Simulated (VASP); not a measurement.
B2SbP3:

```xyz
6
Lattice="4.7054 0.0000 0.0000 -2.3527 4.0750 0.0000 0.0000 0.0000 6.5055" Properties=species:S:1:pos:R:3 pbc="T T T"
B     0.0000    2.7166    3.0593
B     2.3527    1.3583    3.0593
Sb    0.0000    0.0000    3.5202
P     0.0000    2.7166    5.6842
P     2.3527    1.3583    5.6842
P     0.0000    0.0000    1.5640
```

The cell was generated, and may not be a known phase.

- Program: VASP 6.6.1
- Task: relaxation of cell and atoms
- Functional: PBE
- Potentials or basis: VASP PAW PBE potentials, release 64 (B, Sb_d_GW, P)
- Cutoff: 560 eV
- k mesh: 6 × 6 × 4
- Occupations: gaussian, width 0.1 eV
- Spin: no spin polarisation

At the start: pressure 2.4 GPa; volume 20.79 Å³/atom.

Where does the relaxation end?

Over 57 steps the energy falls by 1057.3 meV/atom and the volume is 15.38 Å³/atom (-26.0 %); space group P6mm (No. 183, to 0.1 Å) before and after.

Step by step:
```
step  energy change (eV)  largest force (eV/Å)  pressure (GPa)  volume (Å³)
   1              0.0000               14.2562            2.43       124.74
   3             -1.9409                0.8132          -11.92       128.71
   5             -3.5651                1.8877           -0.07        97.54
   7             -4.8349                1.3716            9.22        86.44
   9             -5.4292                1.6112            4.11        93.04
  11             -5.4623                1.7082            2.82        97.96
  13             -5.8364                0.4891           -3.69       103.96
  15             -6.0386                0.7692            0.44        98.56
  17             -6.0882                0.4616            0.41        97.72
  19             -6.0544                0.8215           -1.39        96.31
  21             -6.1428                0.0985            0.38        95.89
  23             -6.1564                0.3760            0.67        95.10
  25             -6.1612                0.4927            0.01        95.15
  27             -6.1768                0.0767           -1.22        95.21
  29             -6.1855                0.1136            0.10        93.18
  31             -6.1882                0.1190            0.20        92.81
  33             -6.2005                0.2928            0.52        90.67
  35             -6.2078                0.3081            0.31        90.39
  37             -6.2402                0.3599           -0.12        89.11
  39             -6.2456                0.3073           -0.11        88.61
  41             -6.2715                0.1275            0.60        87.61
  43             -6.3083                0.1499            0.54        88.50
  45             -6.3136                0.1936            0.55        88.93
  47             -6.3261                0.2305           -0.97        91.17
  49             -6.3358                0.1792            0.08        91.06
  51             -6.3379                0.1756            0.16        91.18
  53             -6.3406                0.1683            0.22        92.33
  55             -6.3435                0.0507           -0.17        92.21
  57             -6.3441                0.0396           -0.23        92.28
```

Final structure:
```xyz
6
Lattice="3.6399 0.0000 0.0000 -1.8200 3.1523 0.0000 0.0000 0.0000 8.0423" Properties=species:S:1:pos:R:3 pbc="T T T"
B     0.0000    2.1015    3.0163
B     1.8200    1.0508    3.0163
Sb    0.0000    0.0000    4.7606
P     0.0000    2.1015    7.8882
P     1.8200    1.0508    7.8882
P     0.0000    0.0000    1.3336
```

Caveat: the volume moved by over 15 % at a fixed basis, so the end points are rough; this functional lacks dispersion, which binds layers or chains, so the pressure and a relaxed spacing across them are unreliable.
